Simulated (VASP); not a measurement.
# AlGa3N4 (P-43m) in VASP: single point with LDA

Aim: the single point of AlGa3N4 with LDA.

Everything below comes from runs of VASP 6.6.1. Logs are shortened: lines on timing, memory, paths and dates and some standing lists are left out, and cuts for length are marked.

### Step 1. The cell of the first run

It takes space group P-43m (No. 215, cubic). Conventional cell: a = 4.472 Å, b = 4.472 Å, c = 4.472 Å, α = 90.00°, β = 90.00°, γ = 90.00°. Within 2.5 Å of Al (site symmetry -43m) lie 4 N at 1.89 Å. Ga (site symmetry -42m) has 4 N at 1.95 Å within 2.6 Å. Within 2.5 Å of N (site symmetry 3m) lie 1 Al at 1.89 Å and 3 Ga at 1.95 Å.

### Step 2. Single point, LDA

Contents of INCAR:

```
ALGO     = Normal         # electronic algorithm
EDIFF    = 1E-6           # SCF threshold, eV
ENCUT    = 520            # plane-wave cutoff, eV
ISIF     = 2              # what is computed and relaxed
ISMEAR   = 0              # smearing method
LASPH    = True           # aspherical terms in the spheres
LCHARG   = False          # write CHGCAR
LREAL    = False          # projectors in reciprocal space
LWAVE    = False          # write WAVECAR
NBANDS   = 41             # bands
NELM     = 100            # most SCF steps
PREC     = Accurate       # precision mode
SIGMA    = 0.05           # smearing width, eV
```

Contents of KPOINTS:

```
k-points
0
Gamma
  6 6 6
```

Contents of POSCAR:

```
AlGa3N4
1.0
    4.4716853600      0.0000000000      0.0000000000
    0.0000000000      4.4716853600      0.0000000000
    0.0000000000      0.0000000000      4.4716853600
Al Ga N
1 3 4
Direct
    0.0000000000      0.0000000000      0.0000000000
    0.5000000000      0.5000000000      0.0000000000
    0.5000000000      0.0000000000      0.5000000000
    0.0000000000      0.5000000000      0.5000000000
    0.7557144200      0.7557144200      0.2442855800
    0.7557144200      0.2442855800      0.7557144200
    0.2442855800      0.7557144200      0.7557144200
    0.2442855800      0.2442855800      0.2442855800
```

Potentials or basis: VASP PAW LDA potentials, release 64 (Al, Ga_d, N).

Run with:

```bash
cat potpaw_LDA.64/Al/POTCAR potpaw_LDA.64/Ga_d/POTCAR potpaw_LDA.64/N/POTCAR > POTCAR
mpirun -np 1 vasp_std > vasp.out
```

OUTCAR:

```text
EDIFF = 1E-6
   ENCUT = 520
   ISIF = 2
   ISMEAR = 0
   LASPH = True
   LREAL = False
   NELM = 100
   PREC = Accurate

 ion  position               nearest neighbor table
   1  0.000  0.000  0.000-   5 1.89   6 1.89   7 1.89   8 1.89
   2  0.500  0.500  0.000-   5 1.95   6 1.95   7 1.95   8 1.95
   3  0.500  0.000  0.500-   5 1.95   6 1.95   7 1.95   8 1.95
   4  0.000  0.500  0.500-   5 1.95   6 1.95   7 1.95   8 1.95
   5  0.756  0.756  0.244-   1 1.89   2 1.95   3 1.95   4 1.95
   6  0.756  0.244  0.756-   1 1.89   2 1.95   3 1.95   4 1.95
   7  0.244  0.756  0.756-   1 1.89   2 1.95   3 1.95   4 1.95
   8  0.244  0.244  0.244-   1 1.89   2 1.95   3 1.95   4 1.95

  LATTYP: Found a simple cubic cell.
 ALAT       =     4.4716853600

  Lattice vectors:

 A1 = (   4.4716853600,   0.0000000000,   0.0000000000)
 A2 = (   0.0000000000,   4.4716853600,   0.0000000000)
 A3 = (   0.0000000000,   0.0000000000,   4.4716853600)

Analysis of symmetry for initial positions (statically):
=====================================================================
 Subroutine PRICEL returns:
 Original cell was already a primitive cell.

 Routine SETGRP: Setting up the symmetry group for a
 simple cubic supercell.

 Subroutine GETGRP returns: Found 24 space group operations
 (whereof 24 operations were pure point group operations)
 out of a pool of 48 trial point group operations.

The static configuration has the point symmetry T_d .

Analysis of symmetry for dynamics (positions and initial velocities):
=====================================================================
 Subroutine PRICEL returns:
 Original cell was already a primitive cell.

 Routine SETGRP: Setting up the symmetry group for a
 simple cubic supercell.

 Subroutine GETGRP returns: Found 24 space group operations
 (whereof 24 operations were pure point group operations)
 out of a pool of 48 trial point group operations.

The dynamic configuration has the point symmetry T_d .

 Subroutine INISYM returns: Found 24 space group operations
 (whereof 24 operations are pure point group operations),
 and found     1 'primitive' translations

----------------------------------------------------------------------------------------

                                     Primitive cell

  volume of cell :      89.4157

  direct lattice vectors                    reciprocal lattice vectors
     4.471685360  0.000000000  0.000000000     0.223629330  0.000000000  0.000000000
     0.000000000  4.471685360  0.000000000     0.000000000  0.223629330  0.000000000
     0.000000000  0.000000000  4.471685360     0.000000000  0.000000000  0.223629330

  length of vectors
     4.471685360  4.471685360  4.471685360     0.223629330  0.223629330  0.223629330

  position of ions in fractional coordinates (direct lattice)
     0.000000000  0.000000000  0.000000000
     0.500000000  0.500000000  0.000000000
     0.500000000  0.000000000  0.500000000
     0.000000000  0.500000000  0.500000000
     0.755714420  0.755714420  0.244285580
     0.755714420  0.244285580  0.755714420
     0.244285580  0.755714420  0.755714420
     0.244285580  0.244285580  0.244285580

  ion indices of the primitive-cell ions
   primitive index   ion index
                 1           1
                 2           2
                 3           3
                 4           4
                 5           5
                 6           6
                 7           7
                 8           8

----------------------------------------------------------------------------------------

 KPOINTS: k-points

Automatic generation of k-mesh.
 Grid dimensions read from file:
 generate k-points for:    6    6    6

 Generating k-lattice:

  Cartesian coordinates                     Fractional coordinates (reciprocal lattice)
     0.037271555  0.000000000  0.000000000     0.166666667  0.000000000  0.000000000
     0.000000000  0.037271555  0.000000000     0.000000000  0.166666667  0.000000000
     0.000000000  0.000000000  0.037271555     0.000000000  0.000000000  0.166666667

  Length of vectors
     0.037271555  0.037271555  0.037271555

  Shift w.r.t. Gamma in fractional coordinates (k-lattice)
     0.000000000  0.000000000  0.000000000

 Subroutine IBZKPT returns following result:
 ===========================================

 Found     20 irreducible k-points:

 Following reciprocal coordinates:
            Coordinates               Weight
  0.000000  0.000000  0.000000      1.000000
  0.166667  0.000000  0.000000      6.000000
  0.333333  0.000000  0.000000      6.000000
  0.500000  0.000000  0.000000      3.000000
  0.166667  0.166667  0.000000     12.000000
  0.333333  0.166667  0.000000     24.000000
[... 12 lines left out ...]
  0.500000  0.500000  0.333333      6.000000
  0.500000  0.500000  0.500000      1.000000
   k-points           NKPTS =     20   k-points in BZ     NKDIM =     20   number of bands    NBANDS=     41
   number of dos      NEDOS =    301   number of ions     NIONS =      8
   total plane-waves  NPLWV =  46656
   dimension x,y,z NGX =    36 NGY =   36 NGZ =   36
   dimension x,y,z NGXF=    72 NGYF=   72 NGZF=   72
   ions per type =               1   3   4
   NGX,Y,Z   is equivalent  to a cutoff of  13.38, 13.38, 13.38 a.u.
   NGXF,Y,Z  is equivalent  to a cutoff of  26.77, 26.77, 26.77 a.u.
 SYSTEM =  unknown system
   PREC   = accura    normal or accurate (medium, high low for compatibility)
   ISTART =      0    job   : 0-new  1-cont  2-samecut
   ICHARG =      2    charge: 1-file 2-atom 10-const
   ISPIN  =      1    spin polarized calculation?
   LNONCOLLINEAR =      F non collinear calculations
   LSORBIT =      F    spin-orbit coupling
   LASPH  =      T    aspherical Exc in radial PAW
   ENCUT  =  520.0 eV  38.22 Ry    6.18 a.u.   8.31  8.31  8.31*2*pi/ulx,y,z
   NELM   =    100;   NELMIN=  2; NELMDL= -5     # of ELM steps
   EDIFF  = 0.1E-05   stopping-criterion for ELM
   LREAL  =      F    real-space projection
   EDIFFG = 0.1E-04   stopping-criterion for IOM
   NSW    =      0    number of steps for IOM
   IBRION =     -1    ionic relax: 0-MD 1-quasi-New 2-CG
   NFREE  =      0    steps in history (QN), initial steepest desc. (CG)
   ISIF   =      2    stress and relaxation
   ISYM   =      2    0-nonsym 1-usesym 2-fastsym
   POTIM  = 0.5000    time-step for ionic-motion
   TEBEG  =    0.0;   TEEND  =   0.0 temperature during run
   PSTRESS=    0.0 pullay stress
   NELECT =      62.0000    total number of electrons
   NUPDOWN=      -1.0000    fix difference up-down
   EMIN   =  10.00;   EMAX   =-10.00  energy-range for DOS
   EFERMI =   0.00;   METHOD = LEGACY
   ISMEAR =     0;   SIGMA  =   0.05  broadening in eV -4-tet -1-fermi 0-gaus
   EFERMI_NEDOS =   21; number of points for ismear=-14 and -15
   IALGO  =     38    algorithm
   IMIX   =      4    mixing-type and parameters
     AMIX     =   0.40;   BMIX     =  1.00
     AMIX_MAG =   1.60;   BMIX_MAG =  1.00
  volume/ion in A,a.u.               =      11.18        75.43
  Fermi-wavevector in a.u.,A,eV,Ry     =   1.448997  2.738207 28.566688  2.099592
  Thomas-Fermi vector in A             =   2.566774
   LORBIT       =      0    0 simple, 1 ext, 2 COOP (PROOUT), +10 PAW based schemes
   GGA     = CA    functional components
   LHFCALC =     F    Hartree Fock is set to
   AEXX    =    0.0000 exact exchange contribution
   IVDW    =     0    specifies the selected vdW correction
   LEPSILON=     F    determine dielectric tensor
   LRPA    =     F    only Hartree local field effects (RPA)
 non-spin polarized calculation
 Gauss-broadening in eV      SIGMA  =   0.05
  energy-cutoff  :      520.00
  volume of cell :       89.42
 maximum number of plane-waves:      2469
 NGX is ok and might be reduce to    36
   NGX = 17   NGY = 17   NGZ = 17

 number of electron      61.9999967 magnetization

 Free energy of the ion-electron system (eV)
  ---------------------------------------------------
  ext. energy  EPLUGINS =         0.00000000
  ---------------------------------------------------
  free energy    TOTEN  =       -58.16480112 eV

  energy without entropy =      -58.16480112  energy(sigma->0) =      -58.16480112

 E-fermi :   5.4174     XC(G=0): -11.9262

 val. band max:        5.1476842099   @ k =   0.0000   0.0000   0.0000
 cond. band min:       7.5103105895   @ k =   0.0000   0.0000   0.0000
 fundamental gap:      2.3626263796
 Fermi energy:         5.4174091124

 k-point     1 :       0.0000    0.0000    0.0000
  band No.  band energies     occupation
      1     -10.3772      2.00000
      2      -9.2196      2.00000
      3      -9.2196      2.00000
      4      -9.2196      2.00000
      5      -8.1184      2.00000
      6      -8.0960      2.00000
[... 33 lines left out ...]
     40      15.7903      0.00000
     41      15.7904      0.00000

 k-point     2 :       0.1667    0.0000    0.0000
  band No.  band energies     occupation
      1     -10.2654      2.00000
      2      -9.2447      2.00000
      3      -9.2203      2.00000
      4      -9.2203      2.00000
      5      -8.1131      2.00000
      6      -8.0932      2.00000
[... 33 lines left out ...]
     40      16.0041      0.00000
     41      16.0490      0.00000

 k-point     3 :       0.3333    0.0000    0.0000
  band No.  band energies     occupation
      1      -9.9708      2.00000
      2      -9.3455      2.00000
      3      -9.2217      2.00000
      4      -9.2217      2.00000
      5      -8.0815      2.00000
      6      -8.0791      2.00000
[... 699 lines left out ...]
      2      -9.3300      2.00000
      3      -9.3300      2.00000
      4      -9.3191      2.00000
      5      -8.1018      2.00000
      6      -8.1018      2.00000
[... 33 lines left out ...]
     40      15.2884      0.00000
     41      15.3487      0.00000

 k-point    20 :       0.5000    0.5000    0.5000
  band No.  band energies     occupation
      1      -9.5364      2.00000
      2      -9.3286      2.00000
      3      -9.3286      2.00000
      4      -9.3286      2.00000
      5      -8.1058      2.00000
      6      -8.1058      2.00000
[... 33 lines left out ...]
     40      14.9698      0.00000
     41      14.9698      0.00000

------------------------ aborting loop because EDIFF is reached ----------------------------------------

  FORCE on cell =-STRESS in cart. coord.  units (eV):
  Direction    XX          YY          ZZ          XY          YZ          ZX
  --------------------------------------------------------------------------------------
  -------------------------------------------------------------------------------------
  Total       -2.7069832     -2.7069832     -2.7069832      0.0000000     -0.0000000     -0.0000000
  in kB      -48.5045437    -48.5045437    -48.5045437      0.0000000     -0.0000000     -0.0000000
  external PRESSURE =     -48.5045437 kB  Pullay stress =       0.0000000 kB

 VOLUME and BASIS-vectors are now :
 -----------------------------------------------------------------------------
  energy-cutoff  :      520.00
  volume of cell :       89.42
      direct lattice vectors                 reciprocal lattice vectors
     4.471685360  0.000000000  0.000000000     0.223629330  0.000000000  0.000000000
     0.000000000  4.471685360  0.000000000     0.000000000  0.223629330  0.000000000
     0.000000000  0.000000000  4.471685360     0.000000000  0.000000000  0.223629330

 POSITION                                       TOTAL-FORCE (eV/Angst)
 -----------------------------------------------------------------------------------
      0.00000      0.00000      0.00000        -0.000000      0.000000     -0.000000
      2.23584      2.23584      0.00000        -0.000000      0.000000     -0.000000
      2.23584      0.00000      2.23584        -0.000000      0.000000     -0.000000
      0.00000      2.23584      2.23584        -0.000000     -0.000000     -0.000000
      3.37932      3.37932      1.09237        -0.085627     -0.085627      0.085627
      3.37932      1.09237      3.37932        -0.085627      0.085627     -0.085627
      1.09237      3.37932      3.37932         0.085627     -0.085627     -0.085627
      1.09237      1.09237      1.09237         0.085627      0.085627      0.085627
 -----------------------------------------------------------------------------------
    total drift:                               -0.000000     -0.000000     -0.000000

  FREE ENERGIE OF THE ION-ELECTRON SYSTEM (eV)
  ---------------------------------------------------
  free  energy   TOTEN  =       -58.1648011196 eV

  energy  without entropy=      -58.1648011196  energy(sigma->0) =      -58.16480112
```

Run time: 41 s. Hardware: 1 thread of Intel Xeon Platinum 8559C (Emerald Rapids), shared host; peak memory 0.2 GiB.

Results:

```
Free energy            : -58.1648 eV
Pressure               : -4.9 GPa
Largest force          : 0.148 eV/Å
Band gap on the k mesh : 2.36 eV, direct
```

Forces in eV/Å, atoms in the order of the input:
```
Al   0.000  0.000  0.000
Ga   0.000  0.000  0.000
Ga   0.000  0.000  0.000
Ga   0.000  0.000  0.000
N   -0.086 -0.086  0.086
N   -0.086  0.086 -0.086
N    0.086 -0.086 -0.086
N    0.086  0.086  0.086
```

A hybrid or GW would open this gap; LDA tends to underestimate it.
